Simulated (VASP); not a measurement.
**SnTe: relaxation of cell and atoms with LDA**

Crystal: SnTe.

```xyz
2
Lattice="0.0000 3.1509 3.1509 3.1509 0.0000 3.1509 3.1509 3.1509 0.0000" Properties=species:S:1:pos:R:3 pbc="T T T"
Sn    0.0000    0.0000    0.0000
Te    3.1509    3.1509    3.1509
```

```yaml
Program: VASP 6.6.1
Task: relaxation of cell and atoms
Functional: LDA
Potentials_or_basis: VASP PAW LDA potentials, release 64 (Sn_d, Te)
Cutoff: 500 eV
k_mesh: 6 × 6 × 6
Occupations: gaussian, width 0.01 eV
Spin: no spin polarisation
Dipole_correction: no
Further_INCAR_settings: ALGO = Normal; EDIFF = 1e-07; IBRION = 2; EDIFFG = -0.01; NSW = 80; ISIF = 3
```

```json
{
 "Relaxed volume": "30.33 Å³/atom",
 "Relaxed cell": "a = 4.410 Å, b = 4.410 Å, c = 4.410 Å, α = 60.00°, β = 60.00°, γ = 60.00°",
 "Space group after relaxing (to 0.05 Å)": "Fm-3m (No. 225)",
 "Energy gained by relaxing": "4.6 meV/atom",
 "Ionic steps": "3",
 "Pressure after relaxing": "0.0 GPa",
 "Band gap on the k mesh": "0.21 eV, direct"
}
```

Step by step:
```csv
step,energy change (eV),largest force (eV/Å),pressure (GPa),volume (Å³)
1,0.0000,0.0000,-1.52,62.56
2,-0.0077,0.0000,0.68,59.91
3,-0.0092,0.0000,0.00,60.66
```

Final structure:
```
CELL_PARAMETERS angstrom
0.00000 3.11865 3.11865
3.11865 0.00000 3.11865
3.11865 3.11865 0.00000
ATOMIC_POSITIONS crystal
Sn 0.00000 0.00000 0.00000
Te 0.50000 0.50000 0.50000
```

Levels at points of the mesh, in eV from the valence-band top:
| k point | band 7 | band 8 | band 9 | band 10 | band 11 | band 12 | band 13 | band 14 |
| --- | --- | --- | --- | --- | --- | --- | --- | --- |
| (0.00, 0.00, 0.00) | -4.60 | -2.14 | -2.14 | -2.14 | 3.42 | 3.42 | 3.42 | 4.79 |
| (0.50, 0.00, 0.00) | -8.48 | -1.77 | -1.77 | 0.00 | 0.21 | 0.36 | 0.36 | 7.88 |
| (0.50, 0.50, 0.00) | -6.51 | -5.72 | -3.81 | -3.81 | 2.13 | 5.07 | 5.07 | 6.60 |

It took 24 s on 1 thread of Intel(R) Xeon(R) Platinum 8375C CPU @ 2.90GHz (Ice Lake), on a shared host, peak memory 0.17 GiB.

Caveat: spin-orbit coupling is left out, which moves the levels of the heavy elements. Zero-point motion and thermal expansion aren't in these numbers.
